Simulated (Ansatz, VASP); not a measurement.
**Two plane-wave programs on BiSb2O2**

INCAR

```
SYSTEM = BiSb2O2
ALGO = Normal
EDIFF = 1E-6
EDIFFG = -0.04
ENCUT = 600
GGA = PE
IBRION = 2
ISIF = 3
ISMEAR = 0
LASPH = .TRUE.
LCHARG = .FALSE.
LREAL = .FALSE.
LWAVE = .FALSE.
NELM = 100
NSW = 90
PREC = Accurate
SIGMA = 0.1
```

The input KPOINTS:

```
k-points
0
G
  6 6 4
  0 0 0
```

File POSCAR:

```
BiSb2O2
1.0
    4.7482537800      0.0000000000      0.0000000000
   -2.3741268900      4.1121083900      0.0000000000
    0.0000000000      0.0000000000      6.0565042200
Sb Bi O
2 1 2
Direct
    0.3333333300      0.6666666700      0.0000000000
    0.6666666700      0.3333333300      0.0000000000
    0.0000000000      0.0000000000      0.0000000000
    0.0000000000      0.0000000000      0.2618030200
    0.0000000000      0.0000000000      0.7381969800
```

Input for Ansatz:

```yaml
crystal:
  lattice:
    - [4.74825378, 0.0, 0.0]
    - [-2.37412689, 4.11210839, 0.0]
    - [0.0, 0.0, 6.05650422]
  atoms:
    - { symbol: Sb, position: [0.33333333, 0.66666667, 0.0] }
    - { symbol: Sb, position: [0.66666667, 0.33333333, 0.0] }
    - { symbol: Bi, position: [0.0, 0.0, 0.0] }
    - { symbol: O, position: [0.0, 0.0, 0.26180302] }
    - { symbol: O, position: [0.0, 0.0, 0.73819698] }
basis:
  ecutwfc: 420
kpoints:
  mp_grid: { grid: [6, 6, 4] }
hamiltonian:
  xc: pbe
scf:
  occupations: { method: gaussian, width: 0.1 }
  lower_state_search: "off"
output:
  forces: true
  stress: true
  eigenvalues: true
relax:
  adjacent_minimum: "off"
  f_tol: 0.04
  max_steps: 70
  cell: { stress_tol: 0.4 }
```

Alike in both runs: task relaxation of cell and atoms; functional PBE; k mesh 6 × 6 × 4; occupations gaussian, width 0.1 eV; no spin polarisation.

|  | VASP | Ansatz |
| --- | --- | --- |
| version | VASP 6.6.1 | Ansatz 0.2.0 |
| potentials or method | VASP PAW PBE potentials, release 64 (Sb, Bi_d, O), cutoff 600 eV | scalar-relativistic, plane waves, PAW |
| valence electrons in the cell | 37 | 57 |

```tsv
	VASP	Ansatz	Ansatz less VASP
gap on the k mesh at the Fermi level, each at its own relaxed structure (eV)	none	none	-
relaxed volume (Å³/atom)	31.64	31.84	+0.205
relaxed cell length with the largest relative difference (Å)	5.589	5.605	+0.0160
```

A gap of «none» marks a metal or a gap that the smearing closes. VASP's potentials hold 37 valence electrons a cell and Ansatz's 57, so a difference there can come from the potentials and not from the codes.

Neither program's run includes spin-orbit coupling. Noted on VASP's run: the volume moved by over 15 % at a fixed basis, so the end points are rough.
